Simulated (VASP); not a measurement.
# AlN (P6_3mc) in VASP: further runs, part 2 of 2

VASP 6.6.1. The steps go on from the part before.

**5. Single point, PBE (strained and its atoms moved)**

The input, INCAR:

```
ALGO     = Normal         # electronic algorithm
EDIFF    = 1E-6           # SCF threshold, eV
ENCUT    = 520            # plane-wave cutoff, eV
GGA      = PE             # functional
ISIF     = 2              # what is computed and relaxed
ISMEAR   = 0              # smearing method
LASPH    = True           # aspherical terms in the spheres
LCHARG   = False          # write CHGCAR
LREAL    = False          # projectors in reciprocal space
LWAVE    = False          # write WAVECAR
NBANDS   = 16             # bands
NELM     = 80             # most SCF steps
PREC     = Accurate       # precision mode
SIGMA    = 0.02           # smearing width, eV
```

The input, KPOINTS:

```
k-points
0
Gamma
  9 9 6
```

The input, POSCAR:

```
AlN
1.0
    3.0542263623      0.0000000000      0.0000000000
   -1.5271131812      2.6450376187      0.0000000000
    0.0000000000      0.0000000000      5.1858315000
Al N
2 2
Direct
    0.3333333333      0.6666666667      0.0301325834
    0.6666666667      0.3333333333      0.5301325834
    0.3333333333      0.6666666667      0.3548674166
    0.6666666667      0.3333333333      0.8548674166
```

The run is started by

```
$ cat potpaw_PBE.64/Al/POTCAR potpaw_PBE.64/N/POTCAR > POTCAR
$ mpirun -np 1 vasp_std > vasp.out
```

Wall time 9.4 s (1 thread of Intel Xeon 6975P-C (Granite Rapids), shared host); peak memory 0.16 GiB.

The run converged. Its results:

```
Free energy            : -28.5577 eV
Pressure               : 10.4 GPa
Largest force          : 5.532 eV/Å
Band gap on the k mesh : 3.53 eV, direct
```

Forces in eV/Å, atoms in the order of the input:
```
Al   0.000  0.000 -5.532
Al   0.000  0.000 -5.532
N    0.000  0.000  5.532
N    0.000  0.000  5.532
```

Stress tensor (GPa, compression positive):
```
 1.10  0.00  0.00
 0.00  1.10  0.00
 0.00  0.00 28.89
```

Levels at points of the mesh, in eV from the valence-band top:
| k point | band 5 | band 6 | band 7 | band 8 | band 9 | band 10 | band 11 | band 12 |
| --- | --- | --- | --- | --- | --- | --- | --- | --- |
| (0.00, 0.00, 0.00) | -0.49 | -0.49 | 0.00 | 0.00 | 3.53 | 6.70 | 9.05 | 11.53 |
| (0.00, 0.00, 0.50) | -0.25 | -0.25 | -0.25 | -0.25 | 5.79 | 5.79 | 9.63 | 9.63 |

Caveat: the cell differs from its parent crystal (strained and its atoms moved); forces of over 1 eV/Å act on the atoms, so gaps and moduli don't describe the material at rest. A k mesh can miss the band edges.

**6. Single point, PBE (strained and its atoms moved)**

The input, INCAR:

```
SYSTEM = AlN
PREC     = Accurate       ! precision mode
ENCUT    = 520            ! plane-wave cutoff, eV
EDIFF    = 1E-7           ! SCF threshold, eV
ISMEAR   = 0              ! smearing method
SIGMA    = 0.02           ! smearing width, eV
LREAL    = .FALSE.        ! projectors in reciprocal space
LASPH    = .TRUE.         ! aspherical terms in the spheres
NELM     = 80             ! most SCF steps
ALGO     = Normal         ! electronic algorithm
ISIF     = 2              ! what is computed and relaxed
LWAVE    = .FALSE.        ! write WAVECAR
LCHARG   = .FALSE.        ! write CHGCAR
GGA      = PE             ! functional
NBANDS   = 16             ! bands
```

The input, KPOINTS:

```
regular mesh
0
G
  9 9 6
  0 0 0
```

The input, POSCAR:

```
AlN
1.0
    3.0348759290      0.0000000000      0.0000000000
   -1.5174379645      2.6282796518      0.0000000000
    0.0000000000      0.0000000000      5.3042083400
Al N
2 2
Direct
    0.3333333333      0.6666666667     -0.0120530333
    0.6666666667      0.3333333333      0.4879469667
    0.3333333333      0.6666666667      0.3970530333
    0.6666666667      0.3333333333      0.8970530333
```

Potentials or basis: VASP PAW PBE potentials, release 64 (Al, N).

The run is started by

```
$ cat potpaw_PBE.64/Al/POTCAR potpaw_PBE.64/N/POTCAR > POTCAR
$ mpirun -np 1 vasp_std > vasp.out
```

OUTCAR:

```text
SYSTEM = AlN
   PREC = Accurate
   ENCUT = 520
   EDIFF = 1E-7
   ISMEAR = 0
   LREAL = .FALSE.
   LASPH = .TRUE.
   NELM = 80
   ISIF = 2
   GGA = PE

 ion  position               nearest neighbor table
   1  0.333  0.667  0.988-   4 1.82   4 1.82   4 1.82   3 2.17   2 3.18   2 3.18   2 3.18   2 3.18
                             2 3.18   2 3.18
   2  0.667  0.333  0.488-   3 1.82   3 1.82   3 1.82   4 2.17   1 3.18   1 3.18   1 3.18   1 3.18
                             1 3.18   1 3.18
   3  0.333  0.667  0.397-   2 1.82   2 1.82   2 1.82   1 2.17
   4  0.667  0.333  0.897-   1 1.82   1 1.82   1 1.82   2 2.17

  LATTYP: Found a hexagonal cell.
 ALAT       =     3.0348759290
 C/A-ratio  =     1.7477512966

  Lattice vectors:

 A1 = (   3.0348759290,   0.0000000000,   0.0000000000)
 A2 = (  -1.5174379645,   2.6282796518,   0.0000000000)
 A3 = (   0.0000000000,   0.0000000000,   5.3042083400)

Analysis of symmetry for initial positions (statically):
=====================================================================
 Subroutine PRICEL returns:
 Original cell was already a primitive cell.

 Routine SETGRP: Setting up the symmetry group for a
 hexagonal supercell.

 Subroutine GETGRP returns: Found 12 space group operations
 (whereof  6 operations were pure point group operations)
[... 171 lines left out ...]
 E-fermi :   6.1800     XC(G=0): -10.8317

 val. band max:        6.0418401892   @ k =   0.0000   0.0000   0.0000
 cond. band min:       9.8153840208   @ k =   0.0000   0.0000   0.0000
 fundamental gap:      3.7735438316
 Fermi energy:         6.1799799602

 k-point     1 :       0.0000    0.0000    0.0000
  band No.  band energies     occupation
      1      -9.1588      2.00000
      2      -7.4797      2.00000
      3       0.0953      2.00000
      4       5.2069      2.00000
      5       5.2069      2.00000
      6       5.6299      2.00000
[... 433 lines left out ...]
      3       1.3066      2.00000
      4       1.8540      2.00000
      5       1.8540      2.00000
      6       2.8218      2.00000
[... 8 lines left out ...]
     15      18.7444      0.00000
     16      21.7169      0.00000

 [... further k-points ...]
[... 5 lines left out ...]
  --------------------------------------------------------------------------------------
  -------------------------------------------------------------------------------------
  Total        5.8367547      5.8367547     -4.2739152      0.0000000      0.0000000      0.0000000
  in kB      221.0288365    221.0288365   -161.8465327      0.0000000      0.0000000      0.0000000
  external PRESSURE =      93.4037134 kB  Pullay stress =       0.0000000 kB

 VOLUME and BASIS-vectors are now :
 -----------------------------------------------------------------------------
  energy-cutoff  :      520.00
  volume of cell :       42.31
      direct lattice vectors                 reciprocal lattice vectors
     3.034875929  0.000000000  0.000000000     0.329502762  0.190238508  0.000000000
    -1.517437965  2.628279652  0.000000000     0.000000000  0.380477016  0.000000000
     0.000000000  0.000000000  5.304208340     0.000000000  0.000000000  0.188529548

 POSITION                                       TOTAL-FORCE (eV/Angst)
 -----------------------------------------------------------------------------------
     -0.00000      1.75219      5.24028         0.000000     -0.000000      1.421411
      1.51744      0.87609      2.58817        -0.000000      0.000000      1.421411
     -0.00000      1.75219      2.10605        -0.000000     -0.000000     -1.421411
      1.51744      0.87609      4.75816         0.000000      0.000000     -1.421411
 -----------------------------------------------------------------------------------
    total drift:                               -0.000000      0.000000     -0.000286

  FREE ENERGIE OF THE ION-ELECTRON SYSTEM (eV)
  ---------------------------------------------------
  free  energy   TOTEN  =       -29.2079470553 eV

  energy  without entropy=      -29.2079470553  energy(sigma->0) =      -29.20794706
```

OSZICAR:

```text
N       E                     dE             d eps       ncg     rms          rms(c)
DAV:   1     0.404929424153E+02    0.40493E+02   -0.73762E+03  1544   0.896E+02
DAV:   2    -0.309188307478E+02   -0.71412E+02   -0.65685E+02  2168   0.187E+02
DAV:   3    -0.343280533919E+02   -0.34092E+01   -0.34019E+01  1856   0.423E+01
DAV:   4    -0.343491765316E+02   -0.21123E-01   -0.21121E-01  2008   0.374E+00
DAV:   5    -0.343494649034E+02   -0.28837E-03   -0.28837E-03  1896   0.438E-01    0.127E+01
DAV:   6    -0.292172170360E+02    0.51322E+01   -0.11734E+01  1832   0.246E+01    0.438E+00
DAV:   7    -0.292262655863E+02   -0.90486E-02   -0.66610E-01  1640   0.580E+00    0.302E+00
DAV:   8    -0.292105438269E+02    0.15722E-01   -0.65933E-02  1896   0.225E+00    0.437E-01
DAV:   9    -0.292073927830E+02    0.31510E-02   -0.10516E-02  1920   0.750E-01    0.243E-01
DAV:  10    -0.292079879561E+02   -0.59517E-03   -0.18841E-03  1688   0.285E-01    0.107E-01
DAV:  11    -0.292079429696E+02    0.44986E-04   -0.24022E-04  1856   0.125E-01    0.157E-02
DAV:  12    -0.292079472355E+02   -0.42659E-05   -0.14704E-05  1904   0.300E-02    0.868E-03
DAV:  13    -0.292079470123E+02    0.22322E-06   -0.21812E-06  1880   0.123E-02    0.208E-03
DAV:  14    -0.292079470553E+02   -0.42982E-07   -0.21160E-07  1704   0.332E-03
   1 F= -.29207947E+02 E0= -.29207947E+02  d E =-.444024E-25
```

stdout:

```text
POSCAR found type information on POSCAR AlN
 POSCAR found :  2 types and       4 ions
 scaLAPACK will be used
 LDA part: xc-table for (Slater+PW92), standard interpolation
 POSCAR, INCAR and KPOINTS ok, starting setup
 FFT: planning ... GRIDC
 FFT: planning ... GRID_SOFT
 FFT: planning ... GRID
 WAVECAR not read
 entering main loop
```

It took 10 s on 1 thread of Intel Xeon 6975P-C (Granite Rapids), shared host; peak memory 0.16 GiB.

What came out:

```
Free energy            : -29.2079 eV
Pressure               : 9.3 GPa
Largest force          : 1.421 eV/Å
Band gap on the k mesh : 3.77 eV, direct
```

Forces in eV/Å, atoms in the order of the input:
```
Al   0.000  0.000  1.421
Al   0.000  0.000  1.421
N    0.000  0.000 -1.421
N    0.000  0.000 -1.421
```

Caveat: the cell differs from its parent crystal (strained and its atoms moved); forces of over 1 eV/Å act on the atoms, so gaps and moduli don't describe the material at rest.

**7. Summary**

| cell | k mesh | smearing | gap on the mesh (eV) | pressure (GPa) | largest force (eV/Å) |
| --- | --- | --- | --- | --- | --- |
| a = 3.130, b = 3.130, c = 5.018 Å, angles 90.0, 90.0, 120.0°, 4 atoms | 12 × 12 × 4 | gaussian 0.05 eV | 4.04 | -0.3 | - |
| a = 3.130, b = 3.130, c = 10.036 Å, angles 90.0, 90.0, 120.0°, 8 atoms | 12 × 12 × 2 | gaussian 0.05 eV | 4.04 | -0.3 | - |
| a = 3.130, b = 5.018, c = 5.422 Å, 8 atoms | 8 × 4 × 4 | gaussian 0.05 eV | 4.04 | -0.3 | - |
| a = 3.054, b = 3.054, c = 5.186 Å, angles 90.0, 90.0, 120.0°, 4 atoms | 9 × 9 × 6 | gaussian 0.02 eV | 3.53 | 10.4 | 5.53 |
| a = 3.035, b = 3.035, c = 5.304 Å, angles 90.0, 90.0, 120.0°, 4 atoms | 9 × 9 × 6 | gaussian 0.02 eV | 3.77 | 9.3 | 1.42 |

Alike in all rows: task single point; level PBE; potentials or basis VASP PAW PBE potentials, release 64 (Al, N); no spin polarisation; cutoff (eV) 520.

Caveats: forces of over 1 eV/Å act on the atoms, so gaps and moduli don't describe the material at rest (some runs).

Absolute energies hang on the potentials; compare differences alone.

**8. Against experiment**

Step 2. A measured gap of AlN is 6.034 eV (an exciton energy, a little under the gap; 10 K; quoted in “Self-assembly of well-separated AlN nanowires directly on sputtered metallic TiN films”, 2019, arxiv:1910.07391); the calculated 4.04 eV misses it by -1.99 eV. 2 values of this kind are on record (6.034 to 6.0343 eV); this one was drawn at random. The value is that of PBE on a finite k mesh, which can miss the band edges, without temperature or zero-point motion. Semilocal functionals fall short of measured gaps as a rule.
